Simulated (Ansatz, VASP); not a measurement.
One calculation of GaN, two programs

The input INCAR:

```
  ALGO = Normal
  EDIFF = 1E-6
  ENCUT = 910
  GGA_COMPAT = False
  ISIF = 2
  ISMEAR = -1
  LASPH = True
  LCHARG = False
  LREAL = False
  LWAVE = False
  NBANDS = 16
  NELM = 120
  PREC = Accurate
  SIGMA = 0.05
```

Contents of KPOINTS:

```
k-points
0
Gamma
  11 11 11
```

POSCAR

```
GaN
1.0
    0.0000000000      2.1352350000      2.1352350000
    2.1352350000      0.0000000000      2.1352350000
    2.1352350000      2.1352350000      0.0000000000
Ga N
1 1
Direct
    0.0000000000      0.0000000000      0.0000000000
    0.5000000000      0.5000000000      0.5000000000
```

The input input.yaml:

```yaml
crystal:
  lattice:
    - [0.0, 2.135235, 2.135235]
    - [2.135235, 0.0, 2.135235]
    - [2.135235, 2.135235, 0.0]
  atoms:
    - { symbol: Ga, position: [0.0, 0.0, 0.0] }
    - { symbol: "N", position: [0.5, 0.5, 0.5] }
hamiltonian:
  xc: lda
  pseudopotentials: { kind: paw }
kpoints:
  mp_grid: { grid: [11, 11, 11] }
  band_path:
    path:
      - [[0.0, 0.0, 0.0], [0.5, 0.0, 0.5], [0.5, 0.25, 0.75], [0.375, 0.375, 0.75], [0.0, 0.0, 0.0], [0.5, 0.5, 0.5], [0.625, 0.25, 0.625], [0.5, 0.25, 0.75], [0.5, 0.5, 0.5], [0.375, 0.375, 0.75]]
      - [[0.625, 0.25, 0.625], [0.5, 0.0, 0.5]]
    npoints: 14
scf:
  occupations: { method: fermi_dirac, width: 0.05 }
  n_extra_bands: 6
output:
  forces: true
  stress: true
  eigenvalues: true
  fatbands: true
```

Alike in both runs: functional LDA; k mesh 11 × 11 × 11; occupations fermi-dirac, width 0.05 eV; no spin polarisation.

```csv
,VASP,Ansatz
version,VASP 6.6.1,Ansatz 0.2.0
potentials or method,"VASP PAW LDA potentials, release 64 (Ga_d, N_h)",Ansatz PAW
plane-wave cutoff (eV),910,420
valence electrons in the cell,18,18
task,single point,band structure
```

```csv
,VASP,Ansatz,Ansatz less VASP
gap on the k mesh at the Fermi level (eV),0.37,0.35,-0.020
least direct gap on the mesh (eV),2.45,2.42,-0.031
```

LDA's correlation is that of Perdew and Zunger in VASP and of Perdew and Wang (1992) in Ansatz.

Noted on VASP's run: the cutoff is short for stress, so the pressure is rough. Noted on Ansatz's run: the k mesh misses the band edges, so the gap on the mesh is wider than the one along the path.
